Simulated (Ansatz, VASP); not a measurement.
## Ir in VASP and in Ansatz

INCAR

```
  PREC = Accurate
  ENCUT = 600
  EDIFF = 1E-6
  ISMEAR = 0
  SIGMA = 0.1
  LREAL = F
  LASPH = T
  NELM = 60
  ALGO = Normal
  ISIF = 3
  LWAVE = F
  LCHARG = F
  GGA = PE
  IBRION = 2
  NSW = 90
  EDIFFG = -0.04
```

Contents of KPOINTS:

```
Automatic mesh
0
Gamma
  6 6 6
```

The input POSCAR:

```
Ir
1.0
    0.0000000000      2.8161934300      2.8161934300
    2.8161934300      0.0000000000      2.8161934300
    2.8161934300      2.8161934300      0.0000000000
Ir
3
Direct
    0.2500000000      0.2500000000      0.2500000000
    0.5000000000      0.5000000000      0.5000000000
    0.7500000000      0.7500000000      0.7500000000
```

Input for Ansatz:

```yaml
crystal:
  lattice:
    - [0.0, 2.81619343, 2.81619343]
    - [2.81619343, 0.0, 2.81619343]
    - [2.81619343, 2.81619343, 0.0]
  atoms:
    - { symbol: Ir, position: [0.25, 0.25, 0.25] }
    - { symbol: Ir, position: [0.5, 0.5, 0.5] }
    - { symbol: Ir, position: [0.75, 0.75, 0.75] }
basis:
  ecutwfc: 420
kpoints:
  mp_grid: { grid: [6, 6, 6] }
hamiltonian:
  xc: pbe
scf:
  occupations: { method: gaussian, width: 0.1 }
  lower_state_search: "off"
output:
  forces: true
  stress: true
  eigenvalues: true
relax:
  adjacent_minimum: "off"
  f_tol: 0.04
  max_steps: 70
  cell: { stress_tol: 0.4 }
```

Alike in both runs: task relaxation of cell and atoms; functional PBE; k mesh 6 × 6 × 6; occupations gaussian, width 0.1 eV; no spin polarisation.

|  | VASP | Ansatz |
| --- | --- | --- |
| version | VASP 6.6.1 | Ansatz 0.2.0 |
| potentials or method | VASP PAW PBE potentials, release 64 (Ir), cutoff 600 eV | scalar-relativistic, plane waves, PAW |
| valence electrons in the cell | 27 | 51 |

|  | VASP | Ansatz | Ansatz less VASP |
| --- | --- | --- | --- |
| gap on the k mesh at the Fermi level, each at its own relaxed structure (eV) | none | none | - |
| relaxed volume (Å³/atom) | 17.35 | 17.32 | -0.021 |
| relaxed cell length with the largest relative difference (Å) | 4.191 | 4.189 | -0.0017 |

A gap of «none» marks a metal or a gap that the smearing closes. VASP's potentials hold 27 valence electrons a cell and Ansatz's 51, so a difference there can come from the potentials and not from the codes.

Neither program's run includes spin-orbit coupling. Noted on VASP's run: the volume moved by over 15 % at a fixed basis, so the end points are rough.
